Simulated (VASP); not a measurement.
Input of a VASP 6.6.1 run:

The input INCAR:

```
  ALGO = Normal
  EDIFF = 1E-6
  ENCUT = 520
  GGA = PE
  ISIF = 2
  ISMEAR = 0
  LASPH = T
  LCHARG = F
  LDAU = T
  LDAUJ = 0 0
  LDAUL = 2 -1
  LDAUPRINT = 1
  LDAUTYPE = 2
  LDAUU = 4 0
  LMAXMIX = 4
  LREAL = F
  LWAVE = F
  NBANDS = 33
  NELM = 150
  PREC = Accurate
  SIGMA = 0.05
```

The input KPOINTS:

```
k-points
0
Gamma
  6 6 6
```

Contents of POSCAR:

```
TiO2
1.0
    2.7277841265     -2.7278599281     -0.0203548313
    2.7277841265      2.7278599281     -0.0203548313
   -2.6907787541      0.0000000000      4.9617445611
Ti O
2 4
Direct
    0.1250069486      0.8749930514      0.2500000000
    0.8749930514      0.1250069486      0.7500000000
    0.3240875128      0.0741107881      0.6481847475
    0.6759124872      0.9258892119      0.3518152525
    0.9258892119      0.6759124872      0.8518152525
    0.0741107881      0.3240875128      0.1481847475
```

Potentials or basis: VASP PAW PBE potentials, release 64 (Ti_sv, O).

The run is started by

```sh
$ cat potpaw_PBE.64/Ti_sv/POTCAR potpaw_PBE.64/O/POTCAR > POTCAR
$ mpirun -np 1 vasp_std > vasp.out
```

Task: Estimate the band gap on the k mesh.

Result: 2.71 eV (least direct gap 2.92 eV).

Task: Estimate the pressure.

Result: 1.2 GPa.

Eigenvalues of the final occupation matrices:
```
    site  spin  trace               eigenvalues
site 1 d     1   0.78  0.09 0.10 0.10 0.23 0.26
site 1 d     2   0.78  0.09 0.10 0.10 0.23 0.26
site 2 d     1   0.78  0.09 0.10 0.10 0.23 0.26
site 2 d     2   0.78  0.09 0.10 0.10 0.23 0.26
```

Caveat: the cell differs from its parent crystal (atoms shifted along a free coordinate). A k mesh can miss the band edges.
